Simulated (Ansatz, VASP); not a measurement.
# W2Cl: VASP beside Ansatz

```
CELL_PARAMETERS angstrom
4.61763 0.00000 0.00000
-2.30882 3.99899 0.00000
0.00000 0.00000 2.85947
ATOMIC_POSITIONS crystal
W 0.33333 0.66667 0.50000
W 0.66667 0.33333 0.50000
Cl 0.00000 0.00000 0.00000
```

Change from the starting cell: species swapped into the YB2 type (P6/mmm, No. 191).

Alike in both runs: functional PBE; k mesh 6 × 6 × 4; occupations gaussian, width 0.1 eV; no spin polarisation.

Ansatz relaxed the structure, and its values are those at the end. VASP's run is a single point on that final structure, the one shown.

|  | VASP | Ansatz |
| --- | --- | --- |
| version | VASP 6.6.1 | Ansatz 0.2.0 |
| potentials or method | VASP PAW PBE potentials, release 64 (W_sv, Cl), cutoff 520 eV | scalar-relativistic, plane waves, PAW |
| valence electrons in the cell | 35 | 35 |

```tsv
	VASP	Ansatz	Ansatz less VASP
gap on the k mesh at the Fermi level (eV)	none	none	-
pressure (GPa)	0.2	0.0	-0.24
```

A gap of «none» marks a metal or a gap that the smearing closes. With one functional, cell and mesh, what is left measures potentials, basis and numerics.

The k mesh is coarse, so the values compare programs but aren't converged. Neither program's run includes spin-orbit coupling.
